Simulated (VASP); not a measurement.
# Rh in VASP: single point with PBE

Aim: the single point of Rh with PBE.

Everything below comes from runs of VASP 6.6.1. Logs are shortened: lines on timing, memory, paths and dates and some standing lists are left out, and cuts for length are marked.

### 1 The cell of the first run

The cell holds a slab with vacuum, 8 atoms: a = 2.726 Å, b = 4.391 Å, c = 23.868 Å, α = 90.00°, β = 90.00°, γ = 90.00°.

### 2 Single point, PBE

INCAR reads:

```
PREC = Accurate
ENCUT = 520
EDIFF = 1E-6
ISMEAR = -1
SIGMA = 0.1
LREAL = F
LASPH = T
NELM = 80
ALGO = Normal
ISIF = 2
LWAVE = F
LCHARG = T
GGA = PE
LELF = T
LVHAR = T
NBANDS = 70
```

KPOINTS reads:

```
Automatic mesh
0
Gamma
  13 8 1
```

POSCAR reads:

```
Rh
1.0
    2.7255731676      0.0000000000      0.0000000000
    0.0000000000      4.3908388266      0.0000000000
    0.0000000000      0.0000000000     23.8681000000
Rh
8
Direct
    0.0000000000      0.7500000000      0.3406795461
    0.5000000000      0.2500000000      0.3669700704
    0.5000000000      0.7500000000      0.4358231930
    0.0000000000      0.2500000000      0.4669132144
    0.0000000000      0.7500000000      0.5330867853
    0.5000000000      0.2500000000      0.5641768064
    0.5000000000      0.7500000000      0.6330299296
    0.0000000000      0.2500000000      0.6593204547
```

Potentials or basis: VASP PAW PBE potentials, release 64 (Rh_pv).

Launch:

```bash
cat potpaw_PBE.64/Rh_pv/POTCAR > POTCAR
mpirun -np 1 vasp_std > vasp.out
```

OUTCAR:

```text
PREC = Accurate
   ENCUT = 520
   EDIFF = 1E-6
   ISMEAR = -1
   LREAL = F
   LASPH = T
   NELM = 80
   ISIF = 2
   GGA = PE

 ion  position               nearest neighbor table
   1  0.000  0.750  0.341-   3 2.65   3 2.65   2 2.66   2 2.66   2 2.66   2 2.66
   2  0.500  0.250  0.367-   1 2.66   1 2.66   1 2.66   1 2.66   3 2.74   3 2.74   4 2.75   4 2.75

   3  0.500  0.750  0.436-   1 2.65   1 2.65   4 2.69   4 2.69   4 2.69   4 2.69   5 2.69   5 2.69
                             2 2.74   2 2.74
   4  0.000  0.250  0.467-   3 2.69   3 2.69   3 2.69   3 2.69   6 2.69   6 2.69   5 2.70   5 2.70
                             2 2.75   2 2.75
   5  0.000  0.750  0.533-   6 2.69   6 2.69   6 2.69   6 2.69   3 2.69   3 2.69   4 2.70   4 2.70
                             7 2.75   7 2.75
   6  0.500  0.250  0.564-   8 2.65   8 2.65   5 2.69   5 2.69   5 2.69   5 2.69   4 2.69   4 2.69
                             7 2.74   7 2.74
   7  0.500  0.750  0.633-   8 2.66   8 2.66   8 2.66   8 2.66   6 2.74   6 2.74   5 2.75   5 2.75

   8  0.000  0.250  0.659-   6 2.65   6 2.65   7 2.66   7 2.66   7 2.66   7 2.66

  LATTYP: Found a simple orthorhombic cell.
 ALAT       =     2.7255731676
 B/A-ratio  =     1.6109781527
 C/A-ratio  =     8.7570938413

  Lattice vectors:

 A1 = (   2.7255731676,   0.0000000000,   0.0000000000)
 A2 = (   0.0000000000,   4.3908388266,   0.0000000000)
 A3 = (   0.0000000000,   0.0000000000,  23.8681000000)

Analysis of symmetry for initial positions (statically):
=====================================================================
 Subroutine PRICEL returns:
 Original cell was already a primitive cell.

 Routine SETGRP: Setting up the symmetry group for a
 simple orthorhombic supercell.

 Subroutine GETGRP returns: Found  8 space group operations
 (whereof  4 operations were pure point group operations)
 out of a pool of  8 trial point group operations.

The static configuration has the point symmetry C_2h.
 The point group associated with its full space group is D_2h.

Analysis of symmetry for dynamics (positions and initial velocities):
=====================================================================
 Subroutine PRICEL returns:
 Original cell was already a primitive cell.

 Routine SETGRP: Setting up the symmetry group for a
 simple orthorhombic supercell.

 Subroutine GETGRP returns: Found  8 space group operations
 (whereof  4 operations were pure point group operations)
 out of a pool of  8 trial point group operations.

The dynamic configuration has the point symmetry C_2h.
 The point group associated with its full space group is D_2h.

 Subroutine INISYM returns: Found  8 space group operations
 (whereof  4 operations are pure point group operations),
 and found     1 'primitive' translations

----------------------------------------------------------------------------------------

                                     Primitive cell

  volume of cell :     285.6427

  direct lattice vectors                    reciprocal lattice vectors
     2.725573168  0.000000000  0.000000000     0.366895306  0.000000000  0.000000000
     0.000000000  4.390838827  0.000000000     0.000000000  0.227746916  0.000000000
     0.000000000  0.000000000 23.868100000     0.000000000  0.000000000  0.041896925

  length of vectors
     2.725573168  4.390838827 23.868100000     0.366895306  0.227746916  0.041896925

  position of ions in fractional coordinates (direct lattice)
     0.000000000  0.750000000  0.340679546
     0.500000000  0.250000000  0.366970070
     0.500000000  0.750000000  0.435823193
     0.000000000  0.250000000  0.466913214
     0.000000000  0.750000000  0.533086785
     0.500000000  0.250000000  0.564176806
     0.500000000  0.750000000  0.633029930
     0.000000000  0.250000000  0.659320455

  ion indices of the primitive-cell ions
   primitive index   ion index
                 1           1
                 2           2
                 3           3
                 4           4
                 5           5
                 6           6
                 7           7
                 8           8

----------------------------------------------------------------------------------------

 KPOINTS: Automatic mesh

Automatic generation of k-mesh.
 Grid dimensions read from file:
 generate k-points for:   13    8    1

 Generating k-lattice:

  Cartesian coordinates                     Fractional coordinates (reciprocal lattice)
     0.028222716  0.000000000  0.000000000     0.076923077  0.000000000  0.000000000
     0.000000000  0.028468364  0.000000000     0.000000000  0.125000000  0.000000000
     0.000000000  0.000000000  0.041896925     0.000000000  0.000000000  1.000000000

  Length of vectors
     0.028222716  0.028468364  0.041896925

  Shift w.r.t. Gamma in fractional coordinates (k-lattice)
     0.000000000  0.000000000  0.000000000

 Subroutine IBZKPT returns following result:
 ===========================================

 Found     35 irreducible k-points:

 Following reciprocal coordinates:
            Coordinates               Weight
  0.000000  0.000000  0.000000      1.000000
  0.076923  0.000000  0.000000      2.000000
  0.153846  0.000000  0.000000      2.000000
  0.230769  0.000000  0.000000      2.000000
  0.307692  0.000000  0.000000      2.000000
  0.384615  0.000000  0.000000      2.000000
[... 16 lines left out ...]
  0.076923  0.375000  0.000000      4.000000
  0.153846  0.375000  0.000000      4.000000
 [... further k-points ...]
   k-points           NKPTS =     35   k-points in BZ     NKDIM =     35   number of bands    NBANDS=     70
   number of dos      NEDOS =    301   number of ions     NIONS =      8
   total plane-waves  NPLWV = 129600
   dimension x,y,z NGX =    20 NGY =   36 NGZ =  180
   dimension x,y,z NGXF=    40 NGYF=   72 NGZF=  360
   ions per type =               8
   NGX,Y,Z   is equivalent  to a cutoff of  12.20, 13.63, 12.54 a.u.
   NGXF,Y,Z  is equivalent  to a cutoff of  24.40, 27.26, 25.07 a.u.
 SYSTEM =  unknown system
   PREC   = accura    normal or accurate (medium, high low for compatibility)
   ISTART =      0    job   : 0-new  1-cont  2-samecut
   ICHARG =      2    charge: 1-file 2-atom 10-const
   ISPIN  =      1    spin polarized calculation?
   LNONCOLLINEAR =      F non collinear calculations
   LSORBIT =      F    spin-orbit coupling
   LASPH  =      T    aspherical Exc in radial PAW
   ENCUT  =  520.0 eV  38.22 Ry    6.18 a.u.   5.07  8.16 44.38*2*pi/ulx,y,z
   NELM   =     80;   NELMIN=  2; NELMDL= -5     # of ELM steps
   EDIFF  = 0.1E-05   stopping-criterion for ELM
   LREAL  =      F    real-space projection
   EDIFFG = 0.1E-04   stopping-criterion for IOM
   NSW    =      0    number of steps for IOM
   IBRION =     -1    ionic relax: 0-MD 1-quasi-New 2-CG
   NFREE  =      0    steps in history (QN), initial steepest desc. (CG)
   ISIF   =      2    stress and relaxation
   ISYM   =      2    0-nonsym 1-usesym 2-fastsym
   POTIM  = 0.5000    time-step for ionic-motion
   TEBEG  =    0.0;   TEEND  =   0.0 temperature during run
   PSTRESS=    0.0 pullay stress
   NELECT =     120.0000    total number of electrons
   NUPDOWN=      -1.0000    fix difference up-down
   EMIN   =  10.00;   EMAX   =-10.00  energy-range for DOS
   EFERMI =   0.00;   METHOD = LEGACY
   ISMEAR =    -1;   SIGMA  =   0.10  broadening in eV -4-tet -1-fermi 0-gaus
   EFERMI_NEDOS =   21; number of points for ismear=-14 and -15
   IALGO  =     38    algorithm
   IMIX   =      4    mixing-type and parameters
     AMIX     =   0.40;   BMIX     =  1.00
     AMIX_MAG =   1.60;   BMIX_MAG =  1.00
  volume/ion in A,a.u.               =      35.71       240.95
  Fermi-wavevector in a.u.,A,eV,Ry     =   1.226105  2.317002 20.454080  1.503332
  Thomas-Fermi vector in A             =   2.361118
   LORBIT       =      0    0 simple, 1 ext, 2 COOP (PROOUT), +10 PAW based schemes
   GGA     = PE    functional components
   LHFCALC =     F    Hartree Fock is set to
   AEXX    =    0.0000 exact exchange contribution
   IVDW    =     0    specifies the selected vdW correction
   LEPSILON=     F    determine dielectric tensor
   LRPA    =     F    only Hartree local field effects (RPA)
 non-spin polarized calculation
  energy-cutoff  :      520.00
  volume of cell :      285.64
 maximum number of plane-waves:      7772
   NGX = 11   NGY = 17   NGZ = 89

 number of electron     120.0000048 magnetization

 Free energy of the ion-electron system (eV)
  ---------------------------------------------------
  ext. energy  EPLUGINS =         0.00000000
  ---------------------------------------------------
  free energy    TOTEN  =       -54.94845524 eV

  energy without entropy =      -54.49340308  energy(sigma->0) =      -54.72092916

 E-fermi :   1.4521     XC(G=0):  -6.2401

 val. band max:        1.4453981933   @ k =   0.3077   0.0000   0.0000
 cond. band min:       1.4523565139   @ k =   0.3077   0.1250   0.0000
 fundamental gap:      0.0069583205
 Fermi energy:         1.4520871118

 k-point     1 :       0.0000    0.0000    0.0000
  band No.  band energies     occupation
      1     -45.6048      2.00000
      2     -45.4878      2.00000
      3     -45.4579      2.00000
      4     -45.4199      2.00000
      5     -45.2039      2.00000
      6     -45.1942      2.00000
[... 62 lines left out ...]
     69       3.3403      0.00000
     70       3.4810      0.00000

 k-point     2 :       0.0769    0.0000    0.0000
  band No.  band energies     occupation
      1     -45.5955      2.00000
      2     -45.4825      2.00000
      3     -45.4496      2.00000
      4     -45.4156      2.00000
      5     -45.2332      2.00000
      6     -45.1907      2.00000
[... 1598 lines left out ...]
 k-point    24 :       0.1538    0.3750    0.0000
  band No.  band energies     occupation
      1     -45.5240      2.00000
      2     -45.5115      2.00000
      3     -45.3876      2.00000
      4     -45.3623      2.00000
      5     -45.2927      2.00000
      6     -45.2323      2.00000
[... 62 lines left out ...]
     69       3.2340      0.00000
     70       4.0054      0.00000

 [... further k-points ...]

------------------------ aborting loop because EDIFF is reached ----------------------------------------

  FORCE on cell =-STRESS in cart. coord.  units (eV):
  Direction    XX          YY          ZZ          XY          YZ          ZX
  --------------------------------------------------------------------------------------
  -------------------------------------------------------------------------------------
  Total       -3.7243189     -2.5308254     -0.0123989      0.0000000     -0.0000000      0.0000000
  in kB      -20.8897988    -14.1954632     -0.0695456      0.0000000     -0.0000000      0.0000000
  external PRESSURE =     -11.7182692 kB  Pullay stress =       0.0000000 kB

 VOLUME and BASIS-vectors are now :
 -----------------------------------------------------------------------------
  energy-cutoff  :      520.00
  volume of cell :      285.64
      direct lattice vectors                 reciprocal lattice vectors
     2.725573168  0.000000000  0.000000000     0.366895306  0.000000000  0.000000000
     0.000000000  4.390838827  0.000000000     0.000000000  0.227746916  0.000000000
     0.000000000  0.000000000 23.868100000     0.000000000  0.000000000  0.041896925

 POSITION                                       TOTAL-FORCE (eV/Angst)
 -----------------------------------------------------------------------------------
      0.00000      3.29313      8.13137        -0.000000      0.000000     -0.004368
      1.36279      1.09771      8.75888        -0.000000     -0.000000     -0.003747
      1.36279      3.29313     10.40227        -0.000000      0.000000      0.004339
      0.00000      1.09771     11.14433         0.000000      0.000000     -0.002347
      0.00000      3.29313     12.72377        -0.000000      0.000000      0.002347
      1.36279      1.09771     13.46583        -0.000000     -0.000000     -0.004339
      1.36279      3.29313     15.10922        -0.000000      0.000000      0.003747
      0.00000      1.09771     15.73673        -0.000000     -0.000000      0.004368
 -----------------------------------------------------------------------------------
    total drift:                               -0.000000      0.000000      0.000084

  FREE ENERGIE OF THE ION-ELECTRON SYSTEM (eV)
  ---------------------------------------------------
  free  energy   TOTEN  =       -54.9484552353 eV

  energy  without entropy=      -54.4934030824  energy(sigma->0) =      -54.72092916
```

Run time: 15 min. Hardware: 1 thread of Oxide Virtual Turin-like, shared host; peak memory 0.61 GiB.

What came out:

```
Free energy            : -54.9485 eV
Largest force          : 0.004 eV/Å
Band gap on the k mesh : zero (bands 60 and 61 overlap by 1.01 eV)
```

Forces in eV/Å, atoms in the order of the input:
```
Rh   0.000  0.000 -0.004
Rh   0.000  0.000 -0.004
Rh   0.000  0.000  0.004
Rh   0.000  0.000 -0.002
Rh   0.000  0.000  0.002
Rh   0.000  0.000 -0.004
Rh   0.000  0.000  0.004
Rh   0.000  0.000  0.004
```

Levels at points of the mesh, in eV from the Fermi level:
```
           k point  band 59  band 60  band 61  band 62  band 63  band 64
(0.00, 0.00, 0.00)    -0.75    -0.42    -0.13     0.37     0.43     0.47
(0.00, 0.50, 0.00)    -0.34    -0.34    -0.24    -0.24     0.10     0.10
```

Caveat: there is no dipole correction, which matters where the two faces differ.
